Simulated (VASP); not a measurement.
Input of a VASP 6.6.1 run:

INCAR

```
PREC = Accurate ; ENCUT = 520
EDIFF = 1E-7 ; ISMEAR = 0
SIGMA = 0.1 ; LREAL = False
LASPH = True ; NELM = 150
ALGO = Normal ; ISIF = 2
LWAVE = False ; LCHARG = False
ISPIN = 2 ; MAGMOM = 0.75
LORBIT = 11 ; LMAXMIX = 4
GGA = PE ; NBANDS = 15
ISYM = 0
```

KPOINTS

```
regular mesh
0
Gamma
  14 14 19
```

File POSCAR:

```
Ni
1.0
    2.4879379460      0.0000000000      0.0000000000
    0.0000000000      2.4879379460      0.0000000000
    1.2439689730      1.2439689730      1.7592377928
Ni
1
Direct
    0.0000000000      0.0000000000      0.0000000000
```

Potentials or basis: VASP PAW PBE potentials, release 64 (Ni).

Launch:

```sh
$ cat potpaw_PBE.64/Ni/POTCAR > POTCAR
$ mpirun -np 1 vasp_std > vasp.out
```

Task: What does it give for the net moment?

Result: 0.61 μB per cell.

Task: Estimate the pressure.

Result: -0.1 GPa.

Stress tensor (GPa, compression positive):
```
-0.14  0.00  0.03
 0.00 -0.14  0.03
 0.03  0.03 -0.01
```
